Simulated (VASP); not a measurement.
A run of VASP 6.6.1:

Contents of INCAR:

```
SYSTEM = CoSi
PREC = Accurate ; ENCUT = 520
EDIFF = 1E-6 ; ISMEAR = 0
SIGMA = 0.15 ; LREAL = .FALSE.
LASPH = .TRUE. ; NELM = 100
ALGO = Normal ; ISIF = 2
LWAVE = .FALSE. ; LCHARG = .FALSE.
GGA = PS ; NBANDS = 36
```

The input KPOINTS:

```
Automatic mesh
0
G
  10 10 10
  0 0 0
```

File POSCAR:

```
CoSi
1.0
    4.0568886083      0.0000000000      0.0000000000
    0.0000000000      4.7147624367      0.0000000000
    0.0000000000      0.0000000000      4.3858255225
Co Si
4 4
Direct
    0.1456446743      0.1456446743      0.1456446743
    0.3543553257      0.8543553257      0.6456446743
    0.6456446743      0.3543553257      0.8543553257
    0.8543553257      0.6456446743      0.3543553257
    0.8433288496      0.8433288496      0.8433288496
    0.6566711504      0.1566711504      0.3433288496
    0.3433288496      0.6566711504      0.1566711504
    0.1566711504      0.3433288496      0.6566711504
```

Potentials or basis: VASP PAW PBE potentials, release 64 (Co, Si).

Command:

```console
$ cat potpaw_PBE.64/Co/POTCAR potpaw_PBE.64/Si/POTCAR > POTCAR
$ mpirun -np 1 vasp_std > vasp.out
```

Hardware: 1 thread of AMD EPYC 9R45 96-Core Processor (Zen 5), on a shared host.

Task: How long does it take, and how much memory?

Result: It took 4.3 min on 1 thread of AMD EPYC 9R45 96-Core Processor (Zen 5), with other jobs on the host, peak memory 0.53 GiB. Counts: scf iterations 15, k points 216.
